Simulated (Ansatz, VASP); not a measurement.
# Two plane-wave programs on ScTiN2

File INCAR:

```
ALGO = Normal
EDIFF = 1E-6
EDIFFG = -0.01
ENCUT = 600
GGA = PE
IBRION = 2
ISIF = 3
ISMEAR = 0
LASPH = True
LCHARG = False
LREAL = False
LWAVE = False
NELM = 100
NSW = 100
PREC = Accurate
SIGMA = 0.1
```

The input KPOINTS:

```
k-points
0
Gamma
  16 16 10
```

Contents of POSCAR:

```
ScTiN2
1.0
    3.0846284431      0.0000000000      0.0000000000
    0.0000000000      3.0846284431      0.0000000000
    0.0000000000      0.0000000000      4.3865761631
Sc Ti N
1 1 2
Direct
    0.5000000000      0.5000000000      0.5000000000
    0.0000000000      0.0000000000      0.0000000000
    0.0000000000      0.0000000000      0.5000000000
    0.5000000000      0.5000000000      0.0000000000
```

Input for Ansatz:

```yaml
crystal:
  lattice:
    - [3.0846284431, 0.0, 0.0]
    - [0.0, 3.0846284431, 0.0]
    - [0.0, 0.0, 4.3865761631]
  atoms:
    - { symbol: Sc, position: [0.5, 0.5, 0.5] }
    - { symbol: Ti, position: [0.0, 0.0, 0.0] }
    - { symbol: "N", position: [0.0, 0.0, 0.5] }
    - { symbol: "N", position: [0.5, 0.5, 0.0] }
basis:
  ecutwfc: 420
kpoints:
  mp_grid: { grid: [16, 16, 10] }
hamiltonian:
  xc: pbe
scf:
  occupations: { method: gaussian, width: 0.1 }
output:
  forces: true
  stress: true
  eigenvalues: true
  write_density: true
  write_potential: true
  elf: true
  volumetric_format: npy
relax:
  adjacent_minimum: "off"
  f_tol: 0.01
  max_steps: 80
  cell: { stress_tol: 0.05 }
```

Change from the starting cell: species swapped into the LiNdSe2 type (P4/mmm, No. 123).

Alike in both runs: task relaxation of cell and atoms; functional PBE; k mesh 16 × 16 × 10; occupations gaussian, width 0.1 eV; no spin polarisation.

|  | VASP | Ansatz |
| --- | --- | --- |
| version | VASP 6.6.1 | Ansatz 0.2.0 |
| potentials or method | VASP PAW PBE potentials, release 64 (Sc_sv, Ti_sv, N), cutoff 600 eV | scalar-relativistic, plane waves, PAW |
| valence electrons in the cell | 33 | 33 |

|  | VASP | Ansatz | Ansatz less VASP |
| --- | --- | --- | --- |
| gap on the k mesh at the Fermi level, each at its own relaxed structure (eV) | none | none | - |
| relaxed volume (Å³/atom) | 10.47 | 10.43 | -0.034 |
| relaxed cell length with the largest relative difference (Å) | 3.099 | 3.095 | -0.0034 |

A gap of «none» marks a metal or a gap that the smearing closes.
